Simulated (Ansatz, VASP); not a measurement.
## One calculation of Te, two programs

```
Te
1.0
     4.05783    0.00000    0.00000
    -2.02891    3.51418    0.00000
     0.00000    0.00000   10.41790
Te
4
Direct
  0.33333 0.66667 0.16100
  0.66667 0.33333 0.66100
  0.33333 0.66667 0.33900
  0.66667 0.33333 0.83900
```

Alike in both runs: task single point; functional PBE; k mesh 6 × 6 × 2; occupations gaussian, width 0.1 eV; no spin polarisation.

```csv
,VASP,Ansatz
version,VASP 6.6.1,Ansatz 0.2.0
potentials or method,"VASP PAW PBE potentials, release 64 (Te), cutoff 520 eV","scalar-relativistic, plane waves, PAW"
valence electrons in the cell,24,64
```

Ansatz gave:

```
gap on the k mesh at the Fermi level (eV) : none
rms of the force components (eV/Å)        : 27.511
```

Question: What did VASP give for the same quantities?

Answer: gap on the k mesh at the Fermi level (eV): none; rms of the force components (eV/Å): 28.837.

Atom by atom the forces differ by 1.326 eV/Å (rms over components). A gap of «none» marks a metal or a gap that the smearing closes. VASP's potentials hold 24 valence electrons a cell and Ansatz's 64, so a difference there can come from the potentials and not from the codes.

Neither program's run includes spin-orbit coupling.
